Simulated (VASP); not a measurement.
Ta3Br:

```xyz
4
Lattice="4.2705 0.0000 0.0000 0.0000 4.2705 0.0000 0.0000 0.0000 4.2705" Properties=species:S:1:pos:R:3 pbc="T T T"
Ta    0.0000    2.1352    2.1352
Ta    2.1352    0.0000    2.1352
Ta    2.1352    2.1352    0.0000
Br    0.0000    0.0000    0.0000
```

| Quantity | Value |
| --- | --- |
| Program | VASP 6.6.1 |
| Task | relaxation of cell and atoms |
| Functional | PBE |
| Potentials or basis | VASP PAW PBE potentials, release 64 (Ta_pv, Br) |
| Cutoff | 500 eV |
| k mesh | 4 × 4 × 4 |
| Occupations | gaussian, width 0.1 eV |
| Spin | no spin polarisation |

At the start: pressure -4.2 GPa; volume 19.47 Å³/atom.

Task: Where does the relaxation end?

Result: Over 3 steps the energy falls by 8.0 meV/atom and the volume is 18.88 Å³/atom (-3.0 %); space group Pm-3m (No. 221, to 0.1 Å) before and after.

Step by step:
| step | energy change (eV) | largest force (eV/Å) | pressure (GPa) | volume (Å³) |
| --- | --- | --- | --- | --- |
| 1 | 0.0000 | 0.0000 | -4.19 | 77.88 |
| 2 | 0.0320 | 0.0000 | 6.67 | 72.29 |
| 3 | -0.0320 | 0.0000 | -0.04 | 75.51 |

Final structure:
```cif
data_structure
_symmetry_space_group_name_H-M 'P 1'
_symmetry_Int_Tables_number 1
_cell_length_a 4.2266
_cell_length_b 4.2266
_cell_length_c 4.2266
_cell_angle_alpha 90.000
_cell_angle_beta 90.000
_cell_angle_gamma 90.000
_cell_volume 75.51
loop_
_atom_site_label
_atom_site_type_symbol
_atom_site_fract_x
_atom_site_fract_y
_atom_site_fract_z
_atom_site_occupancy
Ta1 Ta 0.00000 0.50000 0.50000 1
Ta2 Ta 0.50000 0.00000 0.50000 1
Ta3 Ta 0.50000 0.50000 0.00000 1
Br1 Br 0.00000 0.00000 0.00000 1
```

Caveat: the k points lie up to 0.37 Å⁻¹ apart in the final cell.
